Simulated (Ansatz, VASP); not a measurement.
# One calculation of Al, two programs

```
Al
1.0
    -1.59122    1.59122    1.61509
     1.59122   -1.59122    1.61509
     1.59122    1.59122   -1.61509
Al
1
Cartesian
  0.0000 0.0000 0.0000
```

Change from the starting cell: strain +0.000 along x and y, +0.015 along z, atoms carried along.

Alike in both runs: task single point; functional r2SCAN; k mesh 20 × 20 × 20; occupations gaussian, width 0.15 eV; no spin polarisation.

|  | VASP | Ansatz |
| --- | --- | --- |
| version | VASP 6.6.1 | Ansatz 0.2.0 |
| potentials or method | VASP PAW PBE potentials, release 64 (Al), cutoff 520 eV | scalar-relativistic, plane waves, PAW |
| valence electrons in the cell | 3 | 3 |

|  | VASP | Ansatz | Ansatz less VASP |
| --- | --- | --- | --- |
| gap on the k mesh at the Fermi level (eV) | none | none | - |
| pressure (GPa) | -1.1 | -0.8 | +0.30 |
| traceless stress, the component that is largest in VASP (GPa) | 0.64 | 0.64 | 0.000 |

VASP's potentials were made for PBE, not for r2SCAN. A gap of «none» marks a metal or a gap that the smearing closes.
